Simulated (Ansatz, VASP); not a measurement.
# One calculation of SiO2, two programs

INCAR

```
SYSTEM = SiO2
ALGO = Normal
EDIFF = 1E-7
ENCUT = 520
GGA = PE
ISIF = 2
ISMEAR = 0
LASPH = .TRUE.
LCHARG = .FALSE.
LREAL = .FALSE.
LWAVE = .FALSE.
NBANDS = 25
NELM = 60
PREC = Accurate
SIGMA = 0.05
```

Contents of KPOINTS:

```
k-points
0
G
  6 6 8
  0 0 0
```

Contents of POSCAR:

```
SiO2
1.0
    4.2994000000      0.0000000000      0.0000000000
    0.0000000000      4.2994000000      0.0000000000
    0.0000000000      0.0000000000      2.5284000000
Si O
2 4
Direct
    0.5000000000      0.5000000000      0.5000000000
    0.0000000000      0.0000000000      0.0000000000
    0.6930127928      0.6930127928      0.0000000000
    0.1930127928      0.8069872072      0.5000000000
    0.3069872072      0.3069872072      0.0000000000
    0.8069872072      0.1930127928      0.5000000000
```

Input for Ansatz:

```yaml
crystal:
  lattice:
    - [4.2994, 0.0, 0.0]
    - [0.0, 4.2994, 0.0]
    - [0.0, 0.0, 2.5284]
  atoms:
    - { symbol: Si, position: [0.5, 0.5, 0.5] }
    - { symbol: Si, position: [0.0, 0.0, 0.0] }
    - { symbol: O, position: [0.6930127928, 0.6930127928, 0.0] }
    - { symbol: O, position: [0.1930127928, 0.8069872072, 0.5] }
    - { symbol: O, position: [0.3069872072, 0.3069872072, 0.0] }
    - { symbol: O, position: [0.8069872072, 0.1930127928, 0.5] }
basis:
  ecutwfc: 520.0
kpoints:
  mp_grid: { grid: [6, 6, 8] }
hamiltonian:
  xc: pbe
  pseudopotentials: { kind: paw, azcp: { folder: soft_1 } }
scf:
  occupations: { method: gaussian, width: 0.05 }
output:
  forces: true
  stress: true
  eigenvalues: true
```

Alike in both runs: task single point; functional PBE; k mesh 6 × 6 × 8; occupations gaussian, width 0.05 eV; no spin polarisation.

|  | VASP | Ansatz |
| --- | --- | --- |
| version | VASP 6.6.1 | Ansatz 0.2.0 |
| potentials or method | VASP PAW PBE potentials, release 64 (Si, O), cutoff 520 eV | scalar-relativistic, plane waves, PAW |
| valence electrons in the cell | 32 | 32 |

```tsv
	VASP	Ansatz	Ansatz less VASP
gap on the k mesh at the Fermi level (eV)	5.80	5.83	+0.024
least direct gap on the mesh (eV)	5.80	5.83	+0.024
pressure (GPa)	16.1	15.7	-0.35
traceless stress, the component that is largest in VASP (GPa)	29.24	28.48	-0.757
rms of the force components (eV/Å)	0.097	0.118	+0.0207
```

Atom by atom the forces differ by 0.021 eV/Å (rms over components).
